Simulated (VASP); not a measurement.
## Rh: single point with PBE

Crystal: Rh.

```
Rh
1.0
     0.00000    1.95911    1.95911
     1.95911    0.00000    1.95911
     1.95911    1.95911    0.00000
Rh
1
Direct
  0.00000 0.00000 0.00000
```

| Property | Result |
| --- | --- |
| Program | VASP 6.6.1 |
| Task | single point |
| Functional | PBE |
| Potentials or basis | VASP PAW PBE potentials, release 64 (Rh_pv) |
| Cutoff | 500 eV |
| k mesh | 13 × 13 × 13 |
| Occupations | methfessel-paxton, width 0.05 eV |
| Spin | no spin polarisation |

```json
{
  "Pressure": "-14.7 GPa"
}
```

Levels at points of the mesh, in eV from the Fermi level:
```
           k point  band 3  band 4  band 5  band 6  band 7  band 8  band 9  band 10  band 11  band 12
(0.00, 0.00, 0.00)  -46.20   -7.28   -2.65   -2.65   -2.65   -0.84   -0.84    16.05    20.82    21.01
```

Run time: 5.5 s on 1 thread of Intel(R) Xeon(R) 6975P-C (Granite Rapids), on a shared host, peak memory 0.13 GiB.
